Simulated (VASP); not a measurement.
LiB18N18 (a cell with a defect): single point with PBE

System: LiB18N18 (a cell with a defect).

```
B N Li
1.0
     7.46503    0.00000    0.00000
    -3.73252    6.46491    0.00000
     0.00000    0.00000    6.49548
B N Li
18 18 1
Direct
  0.10920 0.22120 0.23280
  0.22172 0.10882 0.76840
  0.11138 0.55653 0.24996
  0.22172 0.44633 0.76815
  0.11138 0.88804 0.25006
  0.22338 0.77840 0.76277
  0.44673 0.22120 0.23302
  0.55705 0.11099 0.75121
  0.44673 0.55871 0.23311
  0.55922 0.44633 0.76807
  0.44506 0.88912 0.23881
  0.55705 0.77948 0.75122
  0.77879 0.22285 0.23848
  0.88856 0.11100 0.75106
  0.77988 0.55653 0.25003
  0.88964 0.44468 0.76230
  0.77879 0.88912 0.23869
  0.88964 0.77841 0.76254
  0.11301 0.22322 0.75645
  0.22361 0.11250 0.24469
  0.11172 0.55630 0.76766
  0.22360 0.44430 0.24460
  0.11173 0.88885 0.76807
  0.22321 0.77820 0.25118
  0.44481 0.22321 0.75659
  0.55669 0.11121 0.23352
  0.44481 0.55503 0.75654
  0.55543 0.44431 0.24472
  0.44523 0.88933 0.75041
  0.55669 0.77866 0.23372
  0.77871 0.22282 0.74990
  0.88924 0.11121 0.23320
  0.77918 0.55631 0.76744
  0.88972 0.44470 0.25084
  0.77872 0.88934 0.75007
  0.88972 0.77820 0.25113
  0.33389 0.33343 0.50051
```

| Property | Result |
| --- | --- |
| Program | VASP 6.6.1 |
| Task | single point |
| Functional | PBE |
| Potentials or basis | VASP PAW PBE potentials, release 64 (B, N, Li_sv) |
| Cutoff | 520 eV |
| k mesh | 1 × 1 × 1 |
| Occupations | fermi-dirac, width 0.01 eV |
| Spin | no spin polarisation |

- Largest force: 0.012 eV/Å

Forces on the atoms (eV/Å):
```
B   -0.005 -0.004  0.003
B   -0.001 -0.008 -0.003
B    0.001  0.000  0.005
B   -0.009  0.005  0.000
B    0.001  0.001  0.006
B    0.001  0.002  0.003
B    0.007 -0.005 -0.001
B    0.000  0.000 -0.005
B    0.000  0.004 -0.001
B    0.006  0.002  0.000
B   -0.001  0.000 -0.006
B   -0.002  0.000 -0.005
B    0.000  0.003 -0.005
B   -0.001  0.000 -0.005
B    0.000 -0.001  0.004
B    0.000 -0.002  0.008
B    0.002  0.000 -0.008
B   -0.001  0.000  0.006
N   -0.002 -0.003  0.011
N   -0.001 -0.003 -0.011
N    0.009 -0.004 -0.003
N   -0.001  0.001 -0.010
N   -0.001  0.009 -0.007
N   -0.002  0.000 -0.005
N    0.002  0.000  0.008
N   -0.007  0.004  0.003
N    0.001  0.003  0.007
N    0.000  0.001 -0.008
N    0.001 -0.001  0.002
N    0.001 -0.006  0.002
N    0.001  0.000  0.006
N    0.007  0.004  0.006
N   -0.007 -0.003 -0.001
N   -0.001  0.001 -0.001
N    0.002 -0.001  0.005
N    0.000 -0.001 -0.005
Li   0.002  0.003  0.004
```

Levels at points of the mesh, in eV from the Fermi level:
```csv
k point,band 71,band 72,band 73,band 74,band 75,band 76
"(0.00, 0.00, 0.00)",-0.37,-0.30,-0.30,4.64,4.65,4.68
```

Run time: 68 s on 1 thread of Intel(R) Xeon(R) Platinum 8488C (Sapphire Rapids), on a shared host, peak memory 0.35 GiB.

Caveat: the k points lie up to 0.97 Å⁻¹ apart, too coarse for converged energies, forces and pressures; the cell carries a net charge on a neutralising background, which shifts energy and pressure; the cell is charged against a uniform background, so pressure and absolute levels hang on convention.
